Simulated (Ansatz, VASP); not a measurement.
**H: VASP beside Ansatz**

INCAR

```
SYSTEM = H
PREC = Accurate ; ENCUT = 520
EDIFF = 1E-7 ; ISMEAR = 0
SIGMA = 0.05 ; LREAL = .FALSE.
LASPH = .TRUE. ; NELM = 60
ALGO = Normal ; ISIF = 2
LWAVE = .FALSE. ; LCHARG = .TRUE.
GGA = PE ; IVDW = 12
LELF = .TRUE. ; LVHAR = .TRUE.
NBANDS = 6
```

File KPOINTS:

```
Automatic mesh
0
G
  12 12 30
  0 0 0
```

The input POSCAR:

```
H
1.0
    2.6496387389      0.0000000000      0.0000000000
    0.0000000000      2.6496387389      0.0000000000
    0.0000000000      0.0000000000      0.9804929200
H
1
Direct
    0.0000000000      0.0000000000      0.5000000000
```

Input for Ansatz:

```yaml
crystal:
  lattice:
    - [2.6496387389, 0.0, 0.0]
    - [0.0, 2.6496387389, 0.0]
    - [0.0, 0.0, 0.98049292]
  atoms:
    - { symbol: H, position: [0.0, 0.0, 0.5] }
basis:
  ecutwfc: 420
kpoints:
  mp_grid: { grid: [12, 12, 30] }
hamiltonian:
  xc: pbe
  dispersion: d3bj
scf:
  occupations: { method: gaussian, width: 0.05 }
output:
  forces: true
  stress: true
  eigenvalues: true
```

Alike in both runs: task single point; functional PBE; dispersion D3(BJ); k mesh 12 × 12 × 30; occupations gaussian, width 0.05 eV; no spin polarisation.

|  | VASP | Ansatz |
| --- | --- | --- |
| version | VASP 6.6.1 | Ansatz 0.2.0 |
| potentials or method | VASP PAW PBE potentials, release 64 (H), cutoff 520 eV | scalar-relativistic, plane waves, PAW |
| valence electrons in the cell | 1 | 1 |

```tsv
	VASP	Ansatz	Ansatz less VASP
gap on the k mesh at the Fermi level (eV)	none	none	-
pressure (GPa)	1.0	1.3	+0.28
traceless stress, the component that is largest in VASP (GPa)	1.22	1.22	+0.002
```

A gap of «none» marks a metal or a gap that the smearing closes.
